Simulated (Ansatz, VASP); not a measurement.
# ZrC in VASP and in Ansatz

The input POSCAR:

```
ZrC
1.0
    0.0000000000      2.3550000000      2.3550000000
    2.3550000000      0.0000000000      2.3550000000
    2.3550000000      2.3550000000      0.0000000000
Zr C
1 1
Direct
    0.0073547805      0.0073547805      0.0073547805
    0.5000000000      0.5000000000      0.5000000000
```

INCAR.step1

```
SYSTEM = ZrC
PREC     = Accurate       ! precision mode
ENCUT    = 520            ! plane-wave cutoff, eV
EDIFF    = 1E-5           ! SCF threshold, eV
ISMEAR   = -1             ! smearing method
SIGMA    = 0.1            ! smearing width, eV
LREAL    = .False.        ! projectors in reciprocal space
LASPH    = .True.         ! aspherical terms in the spheres
NELM     = 100            ! most SCF steps
ALGO     = Normal         ! electronic algorithm
ISIF     = 2              ! what is computed and relaxed
LWAVE    = .True.         ! write WAVECAR
NBANDS   = 15             ! bands
GGA      = PE             ! functional
```

File INCAR.step2:

```
SYSTEM = ZrC
PREC     = Accurate       ! precision mode
ENCUT    = 520            ! plane-wave cutoff, eV
EDIFF    = 1E-7           ! SCF threshold, eV
ISMEAR   = -1             ! smearing method
SIGMA    = 0.1            ! smearing width, eV
LREAL    = .False.        ! projectors in reciprocal space
LASPH    = .True.         ! aspherical terms in the spheres
NELM     = 100            ! most SCF steps
ALGO     = Normal         ! electronic algorithm
ISIF     = 2              ! what is computed and relaxed
LWAVE    = .False.        ! write WAVECAR
LCHARG   = .True.         ! write CHGCAR
GGA      = PE             ! functional
LHFCALC  = .True.         ! exact exchange
HFSCREEN = 0.2079         ! screening, 1/A
PRECFOCK = Normal       
LELF     = .True.         ! ELF
LVHAR    = .True.       
NBANDS   = 15             ! bands
ISTART   = 1
```

The input KPOINTS:

```
Automatic mesh
0
Gamma
  4 4 4
  0 0 0
```

Input for Ansatz:

```yaml
crystal:
  lattice:
    - [0.0, 2.355, 2.355]
    - [2.355, 0.0, 2.355]
    - [2.355, 2.355, 0.0]
  atoms:
    - { symbol: Zr, position: [0.0073547805, 0.0073547805, 0.0073547805] }
    - { symbol: C, position: [0.5, 0.5, 0.5] }
kpoints:
  mp_grid: { grid: [4, 4, 4] }
hamiltonian:
  xc: hse06
  pseudopotentials: { kind: paw }
scf:
  occupations: { method: fermi_dirac, width: 0.1 }
output:
  forces: true
  stress: true
  eigenvalues: true
```

Alike in both runs: task single point; functional HSE06; k mesh 4 × 4 × 4; occupations fermi-dirac, width 0.1 eV; no spin polarisation.

|  | VASP | Ansatz |
| --- | --- | --- |
| version | VASP 6.6.1 | Ansatz 0.2.0 development build |
| potentials or method | VASP PAW PBE potentials, release 64 (Zr_sv, C) | plane waves, PAW datasets (generated soft set 1) |
| plane-wave cutoff (eV) | 520 | 420 |
| valence electrons in the cell | 16 | 16 |

```csv
,VASP,Ansatz,Ansatz less VASP
rms of the force components (eV/Å),0.082,0.080,-0.0016
```

Atom by atom the forces differ by 0.002 eV/Å (rms over components). Ansatz's warnings: filled band counts differ across k points, stress exchange threshold loose, stress scf threshold loose.

The k mesh is coarse, so the values compare programs but aren't converged.
